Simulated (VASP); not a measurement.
Crystal: Br.

```
Br
1.0
     3.28360   -2.23390    0.00000
     3.28360    2.23390    0.00000
     0.00000    0.00000    8.69380
Br
4
Direct
  0.86100 0.13900 0.11140
  0.63900 0.36100 0.61140
  0.13900 0.86100 0.88860
  0.36100 0.63900 0.38860
```

| Property | Result |
| --- | --- |
| Program | VASP 6.6.1 |
| Task | relaxation of cell and atoms |
| Functional | LDA |
| Potentials or basis | VASP PAW LDA potentials, release 64 (Br) |
| Cutoff | 600 eV |
| k mesh | 9 × 9 × 4 |
| Occupations | fermi-dirac, width 0.05 eV |
| Spin | no spin polarisation |

At the start: pressure -1.2 GPa; volume 31.89 Å³/atom.

Question: How do energy, volume and symmetry change on relaxing?

Answer: Over 33 steps the energy falls by 77.3 meV/atom and the volume is 27.48 Å³/atom (-13.8 %); space group Cmce (No. 64, to 0.1 Å) before and after.

The path:
| step | energy change (eV) | largest force (eV/Å) | pressure (GPa) | volume (Å³) |
| --- | --- | --- | --- | --- |
| 1 | 0.0000 | 0.6399 | -1.21 | 127.54 |
| 2 | -0.1054 | 0.3505 | -1.61 | 123.16 |
| 3 | -0.2490 | 0.3640 | -0.90 | 110.56 |
| 4 | -0.2498 | 0.2568 | -1.19 | 112.20 |
| 5 | -0.2092 | 0.4524 | 3.28 | 104.38 |
| 6 | -0.2689 | 0.1900 | 0.22 | 109.29 |
| 7 | -0.2828 | 0.1407 | 0.22 | 109.44 |
| 8 | -0.2999 | 0.2289 | 0.30 | 109.84 |
| 9 | -0.3039 | 0.0711 | -0.51 | 110.82 |
| 10 | -0.3044 | 0.0947 | -0.32 | 110.57 |
| 11 | -0.3082 | 0.0531 | -0.10 | 109.99 |
| 12 | -0.3092 | 0.0160 | 0.10 | 109.49 |
| 13 | -0.3092 | 0.0173 | 0.08 | 109.52 |
| 14 | -0.3092 | 0.0146 | -0.03 | 109.72 |
| 15 | -0.3093 | 0.0037 | 0.00 | 109.64 |
| 16 | -0.3093 | 0.0029 | 0.00 | 109.64 |
| 17 | -0.3093 | 0.0027 | 0.02 | 109.69 |
| 18 | -0.3093 | 0.0064 | 0.03 | 109.81 |
| 19 | -0.3093 | 0.0049 | 0.03 | 109.77 |
| 20 | -0.3093 | 0.0058 | 0.01 | 109.91 |
| 21 | -0.3092 | 0.0112 | -0.09 | 110.32 |
| 22 | -0.3093 | 0.0074 | -0.08 | 110.04 |
| 23 | -0.3093 | 0.0063 | -0.03 | 109.95 |
| 24 | -0.3093 | 0.0060 | -0.01 | 109.93 |
| 25 | -0.3093 | 0.0060 | -0.02 | 109.92 |
| 26 | -0.3093 | 0.0059 | -0.02 | 109.92 |
| 27 | -0.3093 | 0.0059 | -0.01 | 109.91 |
| 28 | -0.3093 | 0.0020 | 0.02 | 109.87 |
| 29 | -0.3093 | 0.0018 | 0.02 | 109.89 |
| 30 | -0.3093 | 0.0025 | 0.02 | 109.89 |
| 31 | -0.3093 | 0.0014 | 0.02 | 109.91 |
| 32 | -0.3093 | 0.0025 | 0.01 | 109.91 |
| 33 | -0.3093 | 0.0018 | 0.00 | 109.91 |

Final structure:
```
Br
1.0
     3.32519   -1.96302    0.00000
     3.32519    1.96302    0.00000
     0.00000    0.00000    8.41924
Br
4
Direct
  0.83756 0.16244 0.12087
  0.66244 0.33756 0.62087
  0.16244 0.83756 0.87913
  0.33756 0.66244 0.37913
```
